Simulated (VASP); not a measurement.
Set up this calculation in VASP 6.6.1, as the native input.

```
Task                   : single point
Functional             : PBEsol
Potentials or basis    : VASP PAW PBE potentials, release 64 (Al, Ga_d, N)
Cutoff                 : 520 eV
k mesh                 : 6 × 6 × 6
Occupations            : gaussian, width 0.05 eV
Spin                   : no spin polarisation
Dipole correction      : no
Further INCAR settings : ALGO = Normal; EDIFF = 1e-06; NBANDS = 31
```

The structure of Al3GaN4 lies in POSCAR:

```
Al3GaN4
1.0
    4.7595544276      0.0000000000      0.0000000000
    0.0000000000      4.7595544276      0.0000000000
    0.0000000000      0.0000000000      4.4069948404
Al Ga N
3 1 4
Direct
    0.5000000000      0.5000000000      0.0000000000
    0.5000000000      0.0000000000      0.5000000000
    0.0000000000      0.5000000000      0.5000000000
    0.0000000000      0.0000000000      0.0000000000
    0.7447077174      0.7447077174      0.2552922826
    0.7447077174      0.2552922826      0.7447077174
    0.2552922826      0.7447077174      0.7447077174
    0.2552922826      0.2552922826      0.2552922826
```

This cell differs from its parent crystal: strain +0.080 along x and y, +0.000 along z.

The input as run:

INCAR

```
ALGO     = Normal         # electronic algorithm
EDIFF    = 1E-6           # SCF threshold, eV
ENCUT    = 520            # plane-wave cutoff, eV
GGA      = PS             # functional
ISIF     = 2              # what is computed and relaxed
ISMEAR   = 0              # smearing method
LASPH    = T              # aspherical terms in the spheres
LCHARG   = F              # write CHGCAR
LREAL    = F              # projectors in reciprocal space
LWAVE    = F              # write WAVECAR
NBANDS   = 31             # bands
NELM     = 80             # most SCF steps
PREC     = Accurate       # precision mode
SIGMA    = 0.05           # smearing width, eV
```

KPOINTS

```
k-points
0
Gamma
  6 6 6
```

Potentials or basis: VASP PAW PBE potentials, release 64 (Al, Ga_d, N).

Command:

```bash
$ cat potpaw_PBE.64/Al/POTCAR potpaw_PBE.64/Ga_d/POTCAR potpaw_PBE.64/N/POTCAR > POTCAR
$ mpirun -np 1 vasp_std > vasp.out
```

It gave:

| Quantity | Value |
| --- | --- |
| Pressure | -22.6 GPa |
| Largest force | 0.059 eV/Å |
| Band gap on the k mesh | 2.04 eV |

Caveat: the cell differs from its parent crystal (strain +0.080 along x and y, +0.000 along z); the stress differs along the axes, from -26 to -17 GPa; the PAW data sets were made with another functional, which shifts forces and pressure a little.

It took 2.7 min on 1 thread of Intel Xeon 8259CL, on a shared host, peak memory 0.26 GiB.
